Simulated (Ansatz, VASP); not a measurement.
Two plane-wave programs on HgO

```
CELL_PARAMETERS angstrom
11.39000 0.00000 0.00000
0.00000 11.39000 0.00000
0.00000 0.00000 11.39000
ATOMIC_POSITIONS crystal
Hg 0.59746 0.59746 0.59746
Hg 0.59746 0.40231 0.40231
Hg 0.40231 0.59746 0.40231
Hg 0.40231 0.40231 0.59746
O 0.60469 0.60469 0.39508
O 0.60469 0.39508 0.60469
O 0.39508 0.60469 0.60469
O 0.39508 0.39508 0.39508
```

Alike in both runs: task single point; functional PBE; k mesh 1 × 1 × 1; occupations gaussian, width 0.01 eV; no spin polarisation.

|  | VASP | Ansatz |
| --- | --- | --- |
| version | VASP 6.6.1 | Ansatz 0.2.0 |
| potentials or method | VASP PAW PBE potentials, release 64 (Hg, O), cutoff 520 eV | scalar-relativistic, plane waves, PAW |
| valence electrons in the cell | 72 | 104 |

|  | VASP | Ansatz | Ansatz less VASP |
| --- | --- | --- | --- |
| gap on the k mesh at the Fermi level (eV) | 0.63 | 0.67 | +0.036 |
| rms of the force components (eV/Å) | 0.091 | 0.090 | -0.0009 |

Atom by atom the forces differ by 0.088 eV/Å (rms over components). With one functional, cell and mesh, what is left measures potentials, basis and numerics. VASP's potentials hold 72 valence electrons a cell and Ansatz's 104, so a difference there can come from the potentials and not from the codes.

Neither program's run includes spin-orbit coupling.
